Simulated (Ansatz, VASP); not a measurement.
# K in VASP and in Ansatz

```
K
1.0
    -2.66995    2.66995    2.66995
     2.66995   -2.66995    2.66995
     2.66995    2.66995   -2.66995
K
1
Direct
  0.00000 0.00000 0.00000
```

Alike in both runs: task single point; functional r2SCAN; k mesh 8 × 8 × 8; occupations fermi-dirac, width 1 eV; no spin polarisation.

|  | VASP | Ansatz |
| --- | --- | --- |
| version | VASP 6.6.1 | Ansatz 0.2.0 |
| potentials or method | VASP PAW PBE potentials, release 64 (K_sv), cutoff 520 eV | plane waves (500 eV) with PAW, scalar-relativistic |
| valence electrons in the cell | 9 | 9 |

|  | VASP | Ansatz | Ansatz less VASP |
| --- | --- | --- | --- |
| pressure (GPa) | 0.7 | 0.7 | +0.04 |

VASP's potentials were made for PBE, not for r2SCAN.
